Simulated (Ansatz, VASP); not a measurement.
**CoO in VASP and in Ansatz**

Contents of INCAR:

```
SYSTEM = CoO
ALGO     = Normal         ! electronic algorithm
EDIFF    = 1E-6           ! SCF threshold, eV
ENCUT    = 520            ! plane-wave cutoff, eV
GGA      = PE             ! functional
ISIF     = 2              ! what is computed and relaxed
ISMEAR   = 0              ! smearing method
ISPIN    = 2              ! spin polarisation
LASPH    = .True.         ! aspherical terms in the spheres
LCHARG   = .False.        ! write CHGCAR
LMAXMIX  = 4              ! l up to which the mixer works
LORBIT   = 11             ! projections on sites
LREAL    = .False.        ! projectors in reciprocal space
LWAVE    = .False.        ! write WAVECAR
MAGMOM   = -2.35 2.35 0.17 -0.17 ! initial moments
NBANDS   = 27             ! bands
NELM     = 150            ! most SCF steps
PREC     = Accurate       ! precision mode
SIGMA    = 0.01           ! smearing width, eV
```

The input KPOINTS:

```
k-points
0
Gamma
  12 12 8
  0 0 0
```

Contents of POSCAR:

```
CoO
1.0
    3.1976457435      0.0000000000      0.0000000000
   -1.5988228718      2.7692424462      0.0000000000
    0.0000000000      0.0000000000      5.2287097100
Co O
2 2
Direct
    0.0000000000      0.0000000000      0.0034741400
    0.3333333333      0.6666666667      0.5033624100
    0.0000000000      0.0000000000      0.3716088500
    0.3333333333      0.6666666667      0.8715556000
```

Input for Ansatz:

```yaml
crystal:
  lattice:
    - [3.1976457435, 0.0, 0.0]
    - [-1.5988228718, 2.7692424462, 0.0]
    - [0.0, 0.0, 5.22870971]
  atoms:
    - { symbol: Co, position: [0.0, 0.0, 0.00347414], spin: -2.35 }
    - { symbol: Co, position: [0.3333333333, 0.6666666667, 0.50336241], spin: 2.35 }
    - { symbol: O, position: [0.0, 0.0, 0.37160885], spin: 0.17 }
    - { symbol: O, position: [0.3333333333, 0.6666666667, 0.8715556], spin: -0.17 }
basis: {}
kpoints:
  mp_grid: { grid: [12, 12, 8] }
hamiltonian:
  xc: pbe
  pseudopotentials: { kind: paw, source: ansatz }
scf:
  occupations: { method: gaussian, width: 0.01 }
output:
  forces: true
  stress: true
  eigenvalues: true
  populations: true
magnetization:
  spin_polarized: true
```

Alike in both runs: task single point; functional PBE; k mesh 12 × 12 × 8; occupations gaussian, width 0.01 eV; collinear spin.

|  | VASP | Ansatz |
| --- | --- | --- |
| version | VASP 6.6.1 | Ansatz 0.2.0 |
| potentials or method | VASP PAW PBE potentials, release 64 (Co, O) | scalar-relativistic, plane waves |
| plane-wave cutoff (eV) | 520 | 930 |
| valence electrons in the cell | 30 | 46 |

```tsv
	VASP	Ansatz	Ansatz less VASP
gap on the k mesh at the Fermi level (eV)	0.13	0.15	+0.017
least direct gap on the mesh (eV)	0.22	0.24	+0.016
pressure (GPa)	-0.5	-0.2	+0.29
traceless stress, the component that is largest in VASP (GPa)	0.42	0.36	-0.064
rms of the force components (eV/Å)	0.111	0.115	+0.0041
net moment per atom (μB)	0.00	0.00	0.000
size of the moment on the site where the two differ most (μB)	2.30	2.15	-0.155
```

Site moments also hang on the region over which each program counts them. Atom by atom the forces differ by 0.004 eV/Å (rms over components). With one functional, cell and mesh, what is left measures potentials, basis and numerics. VASP's potentials hold 30 valence electrons a cell and Ansatz's 46, so a difference there can come from the potentials and not from the codes.
